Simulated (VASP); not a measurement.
# Zn: single point with PBEsol+D3(BJ)

Crystal: Zn.

```
Zn
1.0
    -1.49524    1.49524    1.49524
     1.49524   -1.49524    1.49524
     1.49524    1.49524   -1.49524
Zn
1
Direct
  0.01207 0.99880 0.00532
```

```yaml
Program: VASP 6.6.1
Task: single point
Functional: PBEsol
Dispersion: D3(BJ)
Potentials_or_basis: VASP PAW PBE potentials, release 64 (Zn)
Cutoff: 520 eV
k_mesh: 8 × 8 × 8
Occupations: methfessel-paxton, width 0.05 eV
Spin: no spin polarisation
```

```
Pressure                   : 1.0 GPa
Band gap on the k mesh     : zero (band 6 reaches 8.44 eV, above the bottom of band 7 at 3.30 eV)
Dispersion energy per atom : -0.409 eV
```

Levels at points of the mesh, in eV from the Fermi level:
| k point | band 4 | band 5 | band 6 | band 7 | band 8 | band 9 |
| --- | --- | --- | --- | --- | --- | --- |
| (0.00, 0.00, 0.00) | -8.14 | -7.49 | -7.49 | 21.52 | 21.52 | 21.52 |
| (0.50, 0.00, 0.00) | -7.44 | -7.06 | -3.22 | -0.66 | 12.56 | 13.73 |
| (0.50, 0.50, 0.50) | -7.16 | -7.16 | 4.48 | 4.48 | 4.48 | 9.19 |

Wall time 2.6 s on 1 thread of AMD EPYC 9R45 96-Core Processor (Zen 5) (shared host), peak memory 0.1 GiB.

Caveat: the k points lie up to 0.37 Å⁻¹ apart; the PAW data sets were made with another functional, which shifts forces and pressure a little; pairwise dispersion overbinds metals, which lowers pressure and volume.
